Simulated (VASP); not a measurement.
# Cl (P6/mmm) in VASP: further runs

Cl is run at these levels: PBE; tasks: relaxation of shape and atoms at fixed volume, relaxation of cell and atoms.

Program: VASP 6.6.1. These are calculated values, not measurements. Logs are shortened: lines on timing, memory, paths and dates and some standing lists are left out, and cuts for length are marked.

**1. The cell of the first run**

The structure is hexagonal, space group P6/mmm (No. 191). The conventional cell has a = 2.888 Å, b = 2.888 Å, c = 1.702 Å, α = 90.00°, β = 90.00°, γ = 120.00°. Cl (site symmetry 6/mmm) has 2 Cl at 1.70 Å within 2.3 Å.

**2. Relaxation of shape and atoms at fixed volume, PBE**

INCAR reads:

```
SYSTEM = Cl
PREC = Accurate
ENCUT = 600
EDIFF = 1E-6
ISMEAR = -1
SIGMA = 0.1
LREAL = .False.
LASPH = .True.
NELM = 80
ALGO = Normal
ISIF = 4
LWAVE = .False.
LCHARG = .False.
GGA = PE
IBRION = 2
NSW = 50
EDIFFG = -0.005
```

KPOINTS reads:

```
regular mesh
0
Gamma
  14 14 13
  0 0 0
```

POSCAR reads:

```
Cl
1.0
    2.8883013375      0.0000000000      0.0000000000
   -1.4441506687      2.5013423321      0.0000000000
    0.0000000000      0.0000000000      1.7021152311
Cl
1
Direct
    0.0000000000      0.0000000000      0.0000000000
```

Potentials or basis: VASP PAW PBE potentials, release 64 (Cl).

Command:

```bash
cat potpaw_PBE.64/Cl/POTCAR > POTCAR
mpirun -np 1 vasp_std > vasp.out
```

OUTCAR:

```text
SYSTEM = Cl
   PREC = Accurate
   ENCUT = 600
   EDIFF = 1E-6
   ISMEAR = -1
   LREAL = .False.
   LASPH = .True.
   NELM = 80
   ISIF = 4
   GGA = PE
   IBRION = 2
   NSW = 50
   EDIFFG = -0.005

 ion  position               nearest neighbor table
   1  0.000  0.000  0.000-

  LATTYP: Found a hexagonal cell.
 ALAT       =     2.8883013375
 C/A-ratio  =     0.5893135903

  Lattice vectors:

 A1 = (   2.8883013375,   0.0000000000,   0.0000000000)
 A2 = (  -1.4441506687,   2.5013423321,   0.0000000000)
 A3 = (   0.0000000000,   0.0000000000,   1.7021152311)

Analysis of symmetry for initial positions (statically):
=====================================================================
 Subroutine PRICEL returns:
 Original cell was already a primitive cell.

 Routine SETGRP: Setting up the symmetry group for a
 hexagonal supercell.

 Subroutine GETGRP returns: Found 24 space group operations
 (whereof 24 operations were pure point group operations)
 out of a pool of 24 trial point group operations.

The static configuration has the point symmetry D_6h.

Analysis of symmetry for dynamics (positions and initial velocities):
=====================================================================
 Subroutine PRICEL returns:
 Original cell was already a primitive cell.

 Routine SETGRP: Setting up the symmetry group for a
 hexagonal supercell.

 Subroutine GETGRP returns: Found 24 space group operations
 (whereof 24 operations were pure point group operations)
 out of a pool of 24 trial point group operations.

The dynamic configuration has the point symmetry D_6h.

 Subroutine INISYM returns: Found 24 space group operations
 (whereof 24 operations are pure point group operations),
 and found     1 'primitive' translations

----------------------------------------------------------------------------------------

                                     Primitive cell

  volume of cell :      12.2972

  direct lattice vectors                    reciprocal lattice vectors
     2.888301338  0.000000000  0.000000000     0.346224262  0.199892671  0.000000000
    -1.444150669  2.501342332  0.000000000     0.000000000  0.399785342  0.000000000
     0.000000000  0.000000000  1.702115231     0.000000000  0.000000000  0.587504290

  length of vectors
     2.888301338  2.888301338  1.702115231     0.399785342  0.399785342  0.587504290

  position of ions in fractional coordinates (direct lattice)
     0.000000000  0.000000000  0.000000000

  ion indices of the primitive-cell ions
   primitive index   ion index
                 1           1

----------------------------------------------------------------------------------------

 KPOINTS: regular mesh

Automatic generation of k-mesh.
 Grid dimensions read from file:
 generate k-points for:   14   14   13

 Generating k-lattice:

  Cartesian coordinates                     Fractional coordinates (reciprocal lattice)
     0.024730304  0.014278048  0.000000000     0.071428571  0.000000000  0.000000000
     0.000000000  0.028556096  0.000000000     0.000000000  0.071428571  0.000000000
     0.000000000  0.000000000  0.045192638     0.000000000  0.000000000  0.076923077

  Length of vectors
     0.028556096  0.028556096  0.045192638

  Shift w.r.t. Gamma in fractional coordinates (k-lattice)
     0.000000000  0.000000000  0.000000000

 Subroutine IBZKPT returns following result:
 ===========================================

 Found    168 irreducible k-points:

 Following reciprocal coordinates:
            Coordinates               Weight
  0.000000  0.000000  0.000000      1.000000
  0.071429  0.000000  0.000000      6.000000
  0.142857  0.000000  0.000000      6.000000
  0.214286  0.000000  0.000000      6.000000
  0.285714  0.000000  0.000000      6.000000
  0.357143 -0.000000  0.000000      6.000000
[... 16 lines left out ...]
  0.285714  0.285714  0.000000      6.000000
  0.357143  0.285714  0.000000      6.000000
 [... further k-points ...]
   k-points           NKPTS =    168   k-points in BZ     NKDIM =    168   number of bands    NBANDS=      7
   number of dos      NEDOS =    301   number of ions     NIONS =      1
   total plane-waves  NPLWV =   8064
   dimension x,y,z NGX =    24 NGY =   24 NGZ =   14
   dimension x,y,z NGXF=    48 NGYF=   48 NGZF=   28
   ions per type =               1
   NGX,Y,Z   is equivalent  to a cutoff of  13.81, 13.81, 13.67 a.u.
   NGXF,Y,Z  is equivalent  to a cutoff of  27.63, 27.63, 27.35 a.u.
 SYSTEM =  Cl
   PREC   = accura    normal or accurate (medium, high low for compatibility)
   ISTART =      0    job   : 0-new  1-cont  2-samecut
   ICHARG =      2    charge: 1-file 2-atom 10-const
   ISPIN  =      1    spin polarized calculation?
   LNONCOLLINEAR =      F non collinear calculations
   LSORBIT =      F    spin-orbit coupling
   LASPH  =      T    aspherical Exc in radial PAW
   ENCUT  =  600.0 eV  44.10 Ry    6.64 a.u.   5.77  5.77  3.40*2*pi/ulx,y,z
   NELM   =     80;   NELMIN=  2; NELMDL= -5     # of ELM steps
   EDIFF  = 0.1E-05   stopping-criterion for ELM
   LREAL  =      F    real-space projection
   EDIFFG = -.5E-02   stopping-criterion for IOM
   NSW    =     50    number of steps for IOM
   IBRION =      2    ionic relax: 0-MD 1-quasi-New 2-CG
   NFREE  =      1    steps in history (QN), initial steepest desc. (CG)
   ISIF   =      4    stress and relaxation
   ISYM   =      2    0-nonsym 1-usesym 2-fastsym
   POTIM  = 0.5000    time-step for ionic-motion
   TEBEG  =    0.0;   TEEND  =   0.0 temperature during run
   PSTRESS=    0.0 pullay stress
   NELECT =       7.0000    total number of electrons
   NUPDOWN=      -1.0000    fix difference up-down
   EMIN   =  10.00;   EMAX   =-10.00  energy-range for DOS
   EFERMI =   0.00;   METHOD = LEGACY
   ISMEAR =    -1;   SIGMA  =   0.10  broadening in eV -4-tet -1-fermi 0-gaus
   EFERMI_NEDOS =   21; number of points for ismear=-14 and -15
   IALGO  =     38    algorithm
   IMIX   =      4    mixing-type and parameters
     AMIX     =   0.40;   BMIX     =  1.00
     AMIX_MAG =   1.60;   BMIX_MAG =  1.00
  volume/ion in A,a.u.               =      12.30        82.99
  Fermi-wavevector in a.u.,A,eV,Ry     =   1.356769  2.563922 25.045913  1.840823
  Thomas-Fermi vector in A             =   2.483744
   LORBIT       =      0    0 simple, 1 ext, 2 COOP (PROOUT), +10 PAW based schemes
   GGA     = PE    functional components
   LHFCALC =     F    Hartree Fock is set to
   AEXX    =    0.0000 exact exchange contribution
   IVDW    =     0    specifies the selected vdW correction
   LEPSILON=     F    determine dielectric tensor
   LRPA    =     F    only Hartree local field effects (RPA)
 conjugate gradient relaxation of ions
 non-spin polarized calculation
  energy-cutoff  :      600.00
  volume of cell :       12.30
 maximum number of plane-waves:       424
 NGX is ok and might be reduce to    24
   NGX = 11   NGY = 11   NGZ =  7

--------------------------------------- Ionic step        1  -------------------------------------------

 number of electron       7.0000000 magnetization

 Free energy of the ion-electron system (eV)
  ---------------------------------------------------
  ext. energy  EPLUGINS =         0.00000000
  ---------------------------------------------------
  free energy    TOTEN  =         2.61306012 eV

  energy without entropy =        2.62750382  energy(sigma->0) =        2.62028197

------------------------ aborting loop because EDIFF is reached ----------------------------------------

  FORCE on cell =-STRESS in cart. coord.  units (eV):
  Direction    XX          YY          ZZ          XY          YZ          ZX
  --------------------------------------------------------------------------------------
  -------------------------------------------------------------------------------------
  Total        3.0655908      3.0655908     31.0864851      0.0000000     -0.0000000      0.0000000
  in kB      399.4111417    399.4111417   4050.2106409      0.0000000     -0.0000000      0.0000000
  external PRESSURE =    1616.3443081 kB  Pullay stress =       0.0000000 kB
[... 86 lines left out ...]
  FREE ENERGIE OF THE ION-ELECTRON SYSTEM (eV)
  ---------------------------------------------------
  free  energy   TOTEN  =         0.4788503705 eV

  energy  without entropy=        0.4962419548  energy(sigma->0) =        0.48754616

[... ionic steps 4 to 26 ...]

--------------------------------------- Ionic step       27  -------------------------------------------

 number of electron       7.0000003 magnetization

------------------------ aborting loop because EDIFF is reached ----------------------------------------

  FORCE on cell =-STRESS in cart. coord.  units (eV):
  Direction    XX          YY          ZZ          XY          YZ          ZX
  --------------------------------------------------------------------------------------
  -------------------------------------------------------------------------------------
  Total        6.8730030      6.8730030      6.8652254      0.0000000     -0.0000000      0.0000000
  in kB      895.4730576    895.4730577    894.4597223      0.0000001     -0.0000000      0.0000000
  external PRESSURE =     895.1352792 kB  Pullay stress =       0.0000000 kB
[... 55 lines left out ...]
  energy  without entropy=        0.1995181763  energy(sigma->0) =        0.19380222

--------------------------------------- Ionic step       29  -------------------------------------------

 number of electron       7.0000003 magnetization

 Free energy of the ion-electron system (eV)
  ---------------------------------------------------
  ext. energy  EPLUGINS =         0.00000000
  ---------------------------------------------------
  free energy    TOTEN  =         0.18808642 eV

  energy without entropy =        0.19951204  energy(sigma->0) =        0.19379923

 E-fermi :  10.9854     XC(G=0): -12.1988

 val. band max:       10.9852428173   @ k =   0.0714   0.0714   0.3846
 cond. band min:      11.0201727918   @ k =   0.1429   0.0000   0.3077
 fundamental gap:      0.0349299745
 Fermi energy:        10.9853934883

 k-point     1 :       0.0000    0.0000    0.0000
  band No.  band energies     occupation
      1     -11.4216      2.00000
      2       9.5093      2.00000
      3       9.5093      2.00000
      4      15.7990      0.00000
      5      17.3590      0.00000
      6      22.1936      0.00000
      7      22.1936      0.00000
[... 221 lines left out ...]
 k-point    24 :       0.3571    0.2857    0.0000
  band No.  band energies     occupation
      1      -7.9026      2.00000
      2       1.5035      2.00000
      3       2.6373      2.00000
      4      17.3016      0.00000
      5      23.3283      0.00000
      6      25.1969      0.00000
      7      25.9472      0.00000

 [... further k-points ...]
[... 5 lines left out ...]
  --------------------------------------------------------------------------------------
  -------------------------------------------------------------------------------------
  Total        6.8745702      6.8745702      6.8722363      0.0000000      0.0000000      0.0000000
  in kB      895.6772436    895.6772437    895.3731713      0.0000001      0.0000000      0.0000000
  external PRESSURE =     895.5758862 kB  Pullay stress =       0.0000000 kB
[... 16 lines left out ...]
  FREE ENERGIE OF THE ION-ELECTRON SYSTEM (eV)
  ---------------------------------------------------
  free  energy   TOTEN  =         0.1880864219 eV

  energy  without entropy=        0.1995120395  energy(sigma->0) =        0.19379923

 reached required accuracy - stopping structural energy minimisation
```

Wall time 71 s (1 thread of Intel Xeon 6975P-C (Granite Rapids), shared host); peak memory 0.12 GiB.

Results:

```
Free energy             : 0.1881 eV
Pressure after relaxing : 89.6 GPa
Band gap on the k mesh  : zero (an odd number of electrons rules out a gap without spin polarisation)
```

Final structure:
```xyz
1
Lattice="2.6201 0.0000 0.0000 -1.3100 2.2691 0.0000 0.0000 0.0000 2.0684" Properties=species:S:1:pos:R:3 pbc="T T T"
Cl    0.0000    0.0000    0.0000
```

Levels at points of the mesh, in eV from the Fermi level:
| k point | band 1 | band 2 | band 3 | band 4 | band 5 | band 6 |
| --- | --- | --- | --- | --- | --- | --- |
| (0.00, 0.00, 0.00) | -22.41 | -1.48 | -1.48 | 4.81 | 6.37 | 11.21 |
| (0.50, 0.00, 0.00) | -19.36 | -10.91 | -3.77 | 4.84 | 6.15 | 14.86 |

Caveat: a cell axis changed by over 15 % at a fixed basis, so the end point is rough; an odd number of electrons without spin polarisation forces a metal; a magnetic or distorted state may lie lower.

**3. Relaxation of shape and atoms at fixed volume, PBE**

This run uses another cell than the first one, of 13.83 Å³/atom.

INCAR reads:

```
PREC = Accurate
ENCUT = 600
EDIFF = 1E-6
ISMEAR = -1
SIGMA = 0.1
LREAL = F
LASPH = T
NELM = 60
ALGO = Normal
ISIF = 4
LWAVE = F
LCHARG = F
GGA = PE
IBRION = 2
NSW = 50
EDIFFG = -0.005
```

KPOINTS reads:

```
Automatic mesh
0
Gamma
  14 14 13
```

POSCAR reads:

```
Cl
1.0
    3.0039544441      0.0000000000      0.0000000000
   -1.5019772220      2.6015008604      0.0000000000
    0.0000000000      0.0000000000      1.7702711786
Cl
1
Direct
    0.0000000000      0.0000000000      0.0000000000
```

Potentials or basis: VASP PAW PBE potentials, release 64 (Cl).

Command:

```bash
cat potpaw_PBE.64/Cl/POTCAR > POTCAR
mpirun -np 1 vasp_std > vasp.out
```

Run time: 87 s. Hardware: 1 thread of Intel Xeon 6975P-C (Granite Rapids), shared host; peak memory 0.12 GiB.

Results (log left out):

- Free energy: -0.5038 eV
- Energy gained by relaxing: 1821.9 meV/atom
- Ionic steps: 27
- Pressure after relaxing: 57.1 GPa
- Band gap on the k mesh: zero (an odd number of electrons rules out a gap without spin polarisation)

Step by step:
```tsv
step	energy change (eV)	largest force (eV/Å)	pressure (GPa)	volume (Å³)
1	0.0000	0.0000	111.70	13.83
2	0.3443	0.0000	97.56	13.83
3	-1.5795	0.0000	52.43	13.83
4	-1.6460	0.0000	52.22	13.83
5	-1.7557	0.0000	63.23	13.83
6	-1.7800	0.0000	53.46	13.83
7	-1.8218	0.0000	56.95	13.83
8	-1.8218	0.0000	57.34	13.83
9	-1.8218	0.0000	57.32	13.83
10	-1.8218	0.0000	57.30	13.83
11	-1.8218	0.0000	57.31	13.83
12	-1.8218	0.0000	57.31	13.83
13	-1.8218	0.0000	57.31	13.83
14	-1.8218	0.0000	57.31	13.83
15	-1.8218	0.0000	57.31	13.83
16	-1.8218	0.0000	57.31	13.83
17	-1.8218	0.0000	57.30	13.83
18	-1.8218	0.0000	57.29	13.83
19	-1.8218	0.0000	57.27	13.83
20	-1.8218	0.0000	57.25	13.83
21	-1.8219	0.0000	57.20	13.83
22	-1.8219	0.0000	57.10	13.83
23	-1.8219	0.0000	57.06	13.83
24	-1.8219	0.0000	57.04	13.83
25	-1.8219	0.0000	57.09	13.83
26	-1.8219	0.0000	57.08	13.83
27	-1.8219	0.0000	57.08	13.83
```

Final structure:
```
Cl
1.0
     2.75071    0.00000    0.00000
    -1.37535    2.38218    0.00000
     0.00000    0.00000    2.11124
Cl
1
Cartesian
  0.0000 0.0000 2.1112
```

Levels at points of the mesh, in eV from the Fermi level:
```csv
k point,band 1,band 2,band 3,band 4,band 5,band 6,band 7
"(0.00, 0.00, 0.00)",-20.92,-1.71,-1.71,4.85,6.48,11.37,11.37
"(0.50, 0.00, 0.00)",-18.61,-9.39,-3.54,5.50,5.79,14.65,20.24
```

Caveat: a cell axis changed by over 15 % at a fixed basis, so the end point is rough; an odd number of electrons without spin polarisation forces a metal; a magnetic or distorted state may lie lower.

(Part 1 of 2 ends here.)

The gap in the log of VASP goes by the Fermi energy; the results here count the filled bands.